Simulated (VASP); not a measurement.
# AlN (P6_3/mmc) in VASP: further runs, part 2 of 2

VASP 6.6.1.

**4. Single point, PBEsol**

This run uses another cell than the first one, of 9.65 Å³/atom, 0.965 times its volume.

The input, INCAR:

```
PREC = Accurate ; ENCUT = 520
EDIFF = 1E-6 ; ISMEAR = 0
SIGMA = 0.05 ; LREAL = F
LASPH = T ; NELM = 80
ALGO = Normal ; ISIF = 2
LWAVE = F ; LCHARG = F
GGA = PS ; NBANDS = 16
```

The input, KPOINTS:

```
Automatic mesh
0
Gamma
  9 9 6
```

The input, POSCAR:

```
AlN
1.0
    3.2816000000      0.0000000000      0.0000000000
   -1.6408000000      2.8419489650      0.0000000000
    0.0000000000      0.0000000000      4.1400037194
Al N
2 2
Direct
    0.3333333333      0.6666666667      0.7500000000
    0.6666666667      0.3333333333      0.2500000000
    0.3333333333      0.6666666667      0.2500000000
    0.6666666667      0.3333333333      0.7500000000
```

Potentials or basis: VASP PAW PBE potentials, release 64 (Al, N).

Run with:

```
$ cat potpaw_PBE.64/Al/POTCAR potpaw_PBE.64/N/POTCAR > POTCAR
$ mpirun -np 1 vasp_std > vasp.out
```

OUTCAR:

```text
PREC = Accurate
   ENCUT = 520
   EDIFF = 1E-6
   ISMEAR = 0
   LREAL = F
   LASPH = T
   NELM = 80
   ISIF = 2
   GGA = PS

 ion  position               nearest neighbor table
   1  0.333  0.667  0.750-   4 1.89   4 1.89   4 1.89   3 2.07   3 2.07   2 2.81   2 2.81   2 2.81
                             2 2.81   2 2.81   2 2.81
   2  0.667  0.333  0.250-   3 1.89   3 1.89   3 1.89   4 2.07   4 2.07   1 2.81   1 2.81   1 2.81
                             1 2.81   1 2.81   1 2.81
   3  0.333  0.667  0.250-   2 1.89   2 1.89   2 1.89   1 2.07   1 2.07
   4  0.667  0.333  0.750-   1 1.89   1 1.89   1 1.89   2 2.07   2 2.07

  LATTYP: Found a hexagonal cell.
 ALAT       =     3.2816000000
 C/A-ratio  =     1.2615808506

  Lattice vectors:

 A1 = (   3.2816000000,   0.0000000000,   0.0000000000)
 A2 = (  -1.6408000000,   2.8419489650,   0.0000000000)
 A3 = (   0.0000000000,   0.0000000000,   4.1400037194)

Analysis of symmetry for initial positions (statically):
=====================================================================
 Subroutine PRICEL returns:
 Original cell was already a primitive cell.

 Routine SETGRP: Setting up the symmetry group for a
 hexagonal supercell.

 Subroutine GETGRP returns: Found 24 space group operations
 (whereof 12 operations were pure point group operations)
 out of a pool of 24 trial point group operations.

The static configuration has the point symmetry D_3d.
 The point group associated with its full space group is D_6h.

Analysis of symmetry for dynamics (positions and initial velocities):
=====================================================================
 Subroutine PRICEL returns:
 Original cell was already a primitive cell.

 Routine SETGRP: Setting up the symmetry group for a
 hexagonal supercell.

[... 127 lines left out ...]
   IMIX   =      4    mixing-type and parameters
     AMIX     =   0.40;   BMIX     =  1.00
     AMIX_MAG =   1.60;   BMIX_MAG =  1.00
  volume/ion in A,a.u.               =       9.65        65.14
  Fermi-wavevector in a.u.,A,eV,Ry     =   1.220527  2.306461 20.268400  1.489685
  Thomas-Fermi vector in A             =   2.355741
   LORBIT       =      0    0 simple, 1 ext, 2 COOP (PROOUT), +10 PAW based schemes
   GGA     = PS    functional components
   LHFCALC =     F    Hartree Fock is set to
   AEXX    =    0.0000 exact exchange contribution
   IVDW    =     0    specifies the selected vdW correction
   LEPSILON=     F    determine dielectric tensor
   LRPA    =     F    only Hartree local field effects (RPA)
 non-spin polarized calculation
 Gauss-broadening in eV      SIGMA  =   0.05
  energy-cutoff  :      520.00
  volume of cell :       38.61
 maximum number of plane-waves:      1065
   NGX = 13   NGY = 13   NGZ = 15

 number of electron      16.0000000 magnetization

 Free energy of the ion-electron system (eV)
  ---------------------------------------------------
  ext. energy  EPLUGINS =         0.00000000
  ---------------------------------------------------
  free energy    TOTEN  =       -30.94061520 eV

  energy without entropy =      -30.94061520  energy(sigma->0) =      -30.94061520

 E-fermi :   8.4098     XC(G=0): -11.4861

 val. band max:        8.1929920932   @ k =   0.0000   0.0000   0.0000
 cond. band min:      11.6068771848   @ k =   0.0000   0.0000   0.0000
 fundamental gap:      3.4138850916
 Fermi energy:         8.4098088170

 k-point     1 :       0.0000    0.0000    0.0000
  band No.  band energies     occupation
      1      -8.8041      2.00000
      2      -4.9689      2.00000
      3       1.0965      2.00000
      4       4.8230      2.00000
      5       4.8230      2.00000
      6       6.5310      2.00000
[... 433 lines left out ...]
      3       1.4388      2.00000
      4       2.5157      2.00000
      5       2.5157      2.00000
      6       5.0856      2.00000
[... 8 lines left out ...]
     15      19.4459      0.00000
     16      21.4750      0.00000

 [... further k-points ...]

------------------------ aborting loop because EDIFF is reached ----------------------------------------

  FORCE on cell =-STRESS in cart. coord.  units (eV):
  Direction    XX          YY          ZZ          XY          YZ          ZX
  --------------------------------------------------------------------------------------
  -------------------------------------------------------------------------------------
  Total        0.8282503      0.8282503      0.3983953      0.0000000      0.0000000      0.0000000
  in kB       34.3692106     34.3692106     16.5318759      0.0000000      0.0000000      0.0000000
  external PRESSURE =      28.4234324 kB  Pullay stress =       0.0000000 kB

 VOLUME and BASIS-vectors are now :
 -----------------------------------------------------------------------------
  energy-cutoff  :      520.00
  volume of cell :       38.61
      direct lattice vectors                 reciprocal lattice vectors
     3.281600000  0.000000000  0.000000000     0.304729400  0.175935601  0.000000000
    -1.640800000  2.841948965  0.000000000     0.000000000  0.351871203  0.000000000
     0.000000000  0.000000000  4.140003719     0.000000000  0.000000000  0.241545677

 POSITION                                       TOTAL-FORCE (eV/Angst)
 -----------------------------------------------------------------------------------
     -0.00000      1.89463      3.10500         0.000000     -0.000000      0.000000
      1.64080      0.94732      1.03500         0.000000      0.000000      0.000000
     -0.00000      1.89463      1.03500        -0.000000     -0.000000      0.000000
      1.64080      0.94732      3.10500        -0.000000      0.000000      0.000000
 -----------------------------------------------------------------------------------
    total drift:                                0.000000     -0.000000      0.000000

  FREE ENERGIE OF THE ION-ELECTRON SYSTEM (eV)
  ---------------------------------------------------
  free  energy   TOTEN  =       -30.9406152010 eV

  energy  without entropy=      -30.9406152010  energy(sigma->0) =      -30.94061520
```

OSZICAR:

```text
N       E                     dE             d eps       ncg     rms          rms(c)
DAV:   1     0.400809477455E+02    0.40081E+02   -0.73040E+03  1536   0.897E+02
DAV:   2    -0.320660319042E+02   -0.72147E+02   -0.66145E+02  2272   0.192E+02
DAV:   3    -0.352237801388E+02   -0.31577E+01   -0.31463E+01  1792   0.409E+01
DAV:   4    -0.352420466686E+02   -0.18267E-01   -0.18265E-01  1936   0.348E+00
DAV:   5    -0.352422825256E+02   -0.23586E-03   -0.23586E-03  1792   0.399E-01    0.114E+01
DAV:   6    -0.310199296113E+02    0.42224E+01   -0.81481E+00  1960   0.215E+01    0.401E+00
DAV:   7    -0.309821172706E+02    0.37812E-01   -0.66981E-01  1792   0.570E+00    0.284E+00
DAV:   8    -0.309477960846E+02    0.34321E-01   -0.95484E-02  1656   0.250E+00    0.816E-01
DAV:   9    -0.309403408142E+02    0.74553E-02   -0.17844E-02  1952   0.105E+00    0.264E-01
DAV:  10    -0.309407109501E+02   -0.37014E-03   -0.19903E-03  1784   0.303E-01    0.175E-01
DAV:  11    -0.309406174195E+02    0.93531E-04   -0.13287E-04  1792   0.880E-02    0.408E-02
DAV:  12    -0.309406156310E+02    0.17885E-05   -0.69917E-06  1816   0.212E-02    0.709E-03
DAV:  13    -0.309406152010E+02    0.42998E-06   -0.23381E-06  1776   0.114E-02
   1 F= -.30940615E+02 E0= -.30940615E+02  d E =-.395707E-12
```

stdout:

```text
POSCAR found type information on POSCAR AlN
 POSCAR found :  2 types and       4 ions
 scaLAPACK will be used
 -----------------------------------------------------------------------------
|                                                                             |
|                                                                             |
|     You enforced a specific xc type in the INCAR file but a different       |
|     I HOPE YOU KNOW WHAT YOU ARE DOING!                                     |
|                                                                             |
 -----------------------------------------------------------------------------

 LDA part: xc-table for (Slater+PW92), standard interpolation
 POSCAR, INCAR and KPOINTS ok, starting setup
 FFT: planning ... GRIDC
 FFT: planning ... GRID_SOFT
 FFT: planning ... GRID
 WAVECAR not read
 entering main loop
```

Wall time 8 s (1 thread of Intel Xeon 6975P-C (Granite Rapids), shared host); peak memory 0.16 GiB.

Results:

| Property | Result |
| --- | --- |
| Free energy | -30.9406 eV |
| Pressure | 2.8 GPa |
| Band gap on the k mesh | 3.41 eV, direct |

Stress tensor (GPa, compression positive):
```
3.44 0.00 0.00
0.00 3.44 0.00
0.00 0.00 1.65
```

Caveat: the PAW data sets were made with another functional, which shifts forces and pressure a little.

**5. Summary**

```csv
cell,gap on the mesh (eV),pressure (GPa)
"a = 3.341, b = 3.341, c = 4.140 Å, angles 90.0, 90.0, 120.0°, 4 atoms",3.20,-5.1
"a = 3.301, b = 3.301, c = 4.099 Å, angles 90.0, 90.0, 120.0°, 4 atoms",3.44,2.0
"a = 3.282, b = 3.282, c = 4.140 Å, angles 90.0, 90.0, 120.0°, 4 atoms",3.41,2.8
```

Alike in all rows: task single point; level PBEsol; potentials or basis VASP PAW PBE potentials, release 64 (Al, N); no spin polarisation; k mesh 9 × 9 × 6; cutoff (eV) 520; smearing gaussian 0.05 eV.

Caveats: the PAW data sets were made with another functional, which shifts forces and pressure a little.

Total energies depend on the potentials used, so only differences within one code and one set of settings carry meaning.
